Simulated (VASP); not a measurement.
Runs of VASP 6.6.1 on GaAs. The structure is that of space group F-43m (No. 216), or close to it. The cells are those of the table. 

```tsv
task	potentials or basis	cell	cutoff (eV)	second run	gap on the mesh (eV)	pressure (GPa)	relaxed volume (Å³/atom)
single point	VASP PAW LDA potentials, release 64 (Ga_d, As_d)	a = 3.605 Å, angles 60.0°, 2 atoms	600	valence_matched	(a)	40.6	-
single point	VASP PAW LDA potentials, release 64 (Ga_d, As)	a = 3.980 Å, angles 60.0°, 2 atoms	520	-	0.43	(c)	-
single point	VASP PAW LDA potentials, release 64 (Ga_d, As)	a = 3.928 Å, angles 60.0°, 2 atoms	520	-	0.73	2.4	-
relaxation of cell and atoms	VASP PAW LDA potentials, release 64 (Ga_d, As)	relaxed from a = 3.998 Å, angles 60.0°, 2 atoms	600	-	0.50	0.0	22.08
relaxation of cell and atoms	VASP PAW LDA potentials, release 64 (Ga_d, As)	relaxed from a = 3.962 Å, angles 60.0°, 2 atoms	600	-	0.50	0.0	22.08
single point	VASP PAW LDA potentials, release 64 (Ga_d, As)	a = 3.962 Å, angles 60.0°, 2 atoms	520	-	0.54	0.3	-
relaxation of cell and atoms	VASP PAW LDA potentials, release 64 (Ga_d, As)	relaxed to 9 GPa from a = 3.962 Å, angles 60.0°, 2 atoms	600	-	(b)	9.0	-
relaxation of cell and atoms	VASP PAW LDA potentials, release 64 (Ga_d, As)	relaxed to 12 GPa from a = 3.962 Å, angles 60.0°, 2 atoms	600	-	1.04	12.0	-
```

Alike in all rows: level LDA; no spin polarisation; k mesh 12 × 12 × 12; smearing gaussian 0.01 eV.

Q: Estimate the missing entries.

A: (a) 0.62; (b) 1.10; (c) -0.7.

Caveats: the cell is relaxed towards a set pressure, so the enthalpy falls and the energy may rise (some runs).

A k mesh can miss the band edges, and the runs leave out spin-orbit coupling on As, Ga.

The runs don't all hold the same shells in valence.
